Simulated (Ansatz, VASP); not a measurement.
## One calculation of PbSe, two programs

File INCAR:

```
SYSTEM = PbSe
  ALGO = Normal
  EDIFF = 1E-6
  ENCUT = 500
  GGA = PS
  GGA_COMPAT = .FALSE.
  ISIF = 2
  ISMEAR = -1
  LASPH = .TRUE.
  LCHARG = .FALSE.
  LREAL = .FALSE.
  LWAVE = .FALSE.
  NBANDS = 17
  NELM = 120
  PREC = Accurate
  SIGMA = 0.01
```

File KPOINTS:

```
k-points
0
G
  9 9 9
  0 0 0
```

The input POSCAR:

```
PbSe
1.0
    0.0000000000      3.0824297301      3.0824297301
    3.0824297301      0.0000000000      3.0824297301
    3.0824297301      3.0824297301      0.0000000000
Pb Se
1 1
Direct
    0.0000000000      0.0000000000      0.0000000000
    0.5000000000      0.5000000000      0.5000000000
```

Input for Ansatz:

```yaml
crystal:
  lattice:
    - [0.0, 3.0824297301, 3.0824297301]
    - [3.0824297301, 0.0, 3.0824297301]
    - [3.0824297301, 3.0824297301, 0.0]
  atoms:
    - { symbol: Pb, position: [0.0, 0.0, 0.0] }
    - { symbol: Se, position: [0.5, 0.5, 0.5] }
kpoints:
  mp_grid: { grid: [9, 9, 9] }
scf:
  occupations: { method: fermi_dirac, width: 0.01 }
hamiltonian:
  xc: pbesol
  pseudopotentials: { kind: all_electron, lapw: { basis_error: 0.00025 } }
output:
  forces: true
  stress: true
  eigenvalues: true
```

Change from the starting cell: volume scaled by 1.02.

Alike in both runs: task single point; functional PBEsol; k mesh 9 × 9 × 9; occupations fermi-dirac, width 0.01 eV; no spin polarisation.

```csv
,VASP,Ansatz
version,VASP 6.6.1,Ansatz 0.2.0
potentials or method,"VASP PAW PBE potentials, release 64 (Pb_d, Se), cutoff 500 eV","all-electron LAPW, scalar-relativistic"
```

```tsv
	VASP	Ansatz	Ansatz less VASP
pressure (GPa)	-1.6	-1.5	+0.02
```

VASP's potentials were made for PBE, not for PBEsol. Ansatz ran all-electron here, and VASP with PAW potentials.

Spin-orbit coupling is off throughout.
